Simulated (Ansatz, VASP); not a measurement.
## CdF2: VASP beside Ansatz

Contents of INCAR:

```
SYSTEM = CdF2
PREC = Accurate ; ENCUT = 520
EDIFF = 1E-6 ; ISMEAR = 0
SIGMA = 0.05 ; LREAL = .False.
LASPH = .True. ; NELM = 100
ALGO = Normal ; ISIF = 2
LWAVE = .False. ; LCHARG = .False.
GGA = PS ; NBANDS = 20
```

Contents of KPOINTS:

```
regular mesh
0
Gamma
  8 8 8
  0 0 0
```

The input POSCAR:

```
CdF2
1.0
    0.0000000000      2.7540046736      2.9839640639
    2.7540046736      0.0000000000      2.9839640639
    2.7540046736      2.7540046736      0.0000000000
Cd F
1 2
Direct
    0.0000000000      0.0000000000      0.0000000000
    0.2500000000      0.2500000000      0.2500000000
    0.7500000000      0.7500000000      0.7500000000
```

Input for Ansatz:

```yaml
crystal:
  lattice:
    - [0.0, 2.7540046736, 2.9839640639]
    - [2.7540046736, 0.0, 2.9839640639]
    - [2.7540046736, 2.7540046736, 0.0]
  atoms:
    - { symbol: Cd, position: [0.0, 0.0, 0.0] }
    - { symbol: F, position: [0.25, 0.25, 0.25] }
    - { symbol: F, position: [0.75, 0.75, 0.75] }
basis:
  ecutwfc: 520.0
kpoints:
  mp_grid: { grid: [8, 8, 8] }
hamiltonian:
  xc: pbesol
scf:
  occupations: { method: gaussian, width: 0.05 }
output:
  forces: true
  stress: true
  eigenvalues: true
```

Alike in both runs: task single point; functional PBEsol; k mesh 8 × 8 × 8; occupations gaussian, width 0.05 eV; no spin polarisation.

```csv
,VASP,Ansatz
version,VASP 6.6.1,Ansatz 0.2.0
potentials or method,"VASP PAW PBE potentials, release 64 (Cd, F), cutoff 520 eV","scalar-relativistic, plane waves, PAW"
valence electrons in the cell,26,34
```

|  | VASP | Ansatz | Ansatz less VASP |
| --- | --- | --- | --- |
| gap on the k mesh at the Fermi level (eV) | 2.25 | 2.27 | +0.024 |
| least direct gap on the mesh (eV) | 2.83 | 2.85 | +0.029 |
| pressure (GPa) | -11.0 | -11.2 | -0.28 |
| traceless stress, the component that is largest in VASP (GPa) | -5.27 | -5.33 | -0.054 |

VASP's potentials were made for PBE, not for PBEsol. VASP's potentials hold 26 valence electrons a cell and Ansatz's 34, so a difference there can come from the potentials and not from the codes.
